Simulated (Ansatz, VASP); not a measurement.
One calculation of TiW3, two programs

```
CELL_PARAMETERS angstrom
2.86868 0.00000 0.00000
-1.43434 2.48435 0.00000
0.00000 0.00000 9.29591
ATOMIC_POSITIONS crystal
Ti 0.33333 0.66667 0.50000
W 0.33333 0.66667 0.00000
W 0.66667 0.33333 0.25000
W 0.66667 0.33333 0.75000
```

Alike in both runs: task single point; functional PBE; k mesh 6 × 6 × 2; occupations gaussian, width 0.1 eV; no spin polarisation.

|  | VASP | Ansatz |
| --- | --- | --- |
| version | VASP 6.6.1 | Ansatz 0.2.0 |
| potentials or method | VASP PAW PBE potentials, release 64 (Ti_sv, W_sv), cutoff 520 eV | scalar-relativistic, plane waves, PAW |
| valence electrons in the cell | 54 | 54 |

VASP gave:

| Property | Result |
| --- | --- |
| gap on the k mesh at the Fermi level (eV) | none |
| pressure (GPa) | 0.3 |
| traceless stress, the component that is largest in VASP (GPa) | 7.97 |
| rms of the force components (eV/Å) | 0.111 |

Problem. Estimate Ansatz's values.

Solution. gap on the k mesh at the Fermi level (eV): none; pressure (GPa): 0.1; traceless stress, the component that is largest in VASP (GPa): 7.91; rms of the force components (eV/Å): 0.099.

Atom by atom the forces differ by 0.012 eV/Å (rms over components). A gap of «none» marks a metal or a gap that the smearing closes. With one functional, cell and mesh, what is left measures potentials, basis and numerics.

The k mesh is coarse, so the values compare programs but aren't converged. Spin-orbit coupling is off throughout.
